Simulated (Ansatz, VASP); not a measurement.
# SiC2: VASP beside Ansatz

The input INCAR:

```
  ALGO = Normal
  EDIFF = 1E-6
  EDIFFG = -0.04
  ENCUT = 600
  GGA = PE
  IBRION = 2
  ISIF = 3
  ISMEAR = 0
  LASPH = T
  LCHARG = F
  LREAL = F
  LWAVE = F
  NELM = 100
  NSW = 90
  PREC = Accurate
  SIGMA = 0.1
```

Contents of KPOINTS:

```
k-points
0
Gamma
  12 12 1
```

Contents of POSCAR:

```
SiC2
1.0
    2.0843654100      0.0000000000      0.0000000000
   -1.0421827000      1.8051134000      0.0000000000
    0.0000000000      0.0000000000     21.7005186200
Si C
2 4
Direct
    0.3333333300      0.6666666700      0.5000000000
    0.6666666700      0.3333333300      0.5000000000
    0.3333333300      0.6666666700      0.8333333300
    0.3333333300      0.6666666700      0.1666666700
    0.6666666700      0.3333333300      0.8333333300
    0.6666666700      0.3333333300      0.1666666700
```

Input for Ansatz:

```yaml
crystal:
  lattice:
    - [2.08436541, 0.0, 0.0]
    - [-1.0421827, 1.8051134, 0.0]
    - [0.0, 0.0, 21.70051862]
  atoms:
    - { symbol: Si, position: [0.33333333, 0.66666667, 0.5] }
    - { symbol: Si, position: [0.66666667, 0.33333333, 0.5] }
    - { symbol: C, position: [0.33333333, 0.66666667, 0.83333333] }
    - { symbol: C, position: [0.33333333, 0.66666667, 0.16666667] }
    - { symbol: C, position: [0.66666667, 0.33333333, 0.83333333] }
    - { symbol: C, position: [0.66666667, 0.33333333, 0.16666667] }
basis:
  ecutwfc: 420
kpoints:
  mp_grid: { grid: [12, 12, 1] }
hamiltonian:
  xc: pbe
scf:
  occupations: { method: gaussian, width: 0.1 }
  lower_state_search: "off"
output:
  forces: true
  stress: true
  eigenvalues: true
relax:
  adjacent_minimum: "off"
  f_tol: 0.04
  max_steps: 70
  cell: { stress_tol: 0.4 }
```

Alike in both runs: task relaxation of cell and atoms; functional PBE; k mesh 12 × 12 × 1; occupations gaussian, width 0.1 eV; no spin polarisation.

|  | VASP | Ansatz |
| --- | --- | --- |
| version | VASP 6.6.1 | Ansatz 0.2.0 |
| potentials or method | VASP PAW PBE potentials, release 64 (Si, C), cutoff 600 eV | scalar-relativistic, plane waves, PAW |
| valence electrons in the cell | 24 | 24 |

```tsv
	VASP	Ansatz	Ansatz less VASP
gap on the k mesh at the Fermi level, each at its own relaxed structure (eV)	none	none	-
relaxed volume (Å³/atom)	19.68	20.63	+0.955
relaxed cell length with the largest relative difference (Å)	3.171	3.228	+0.0572
```

A gap of «none» marks a metal or a gap that the smearing closes.

Noted on VASP's run: the volume moved by over 15 % at a fixed basis, so the end points are rough.
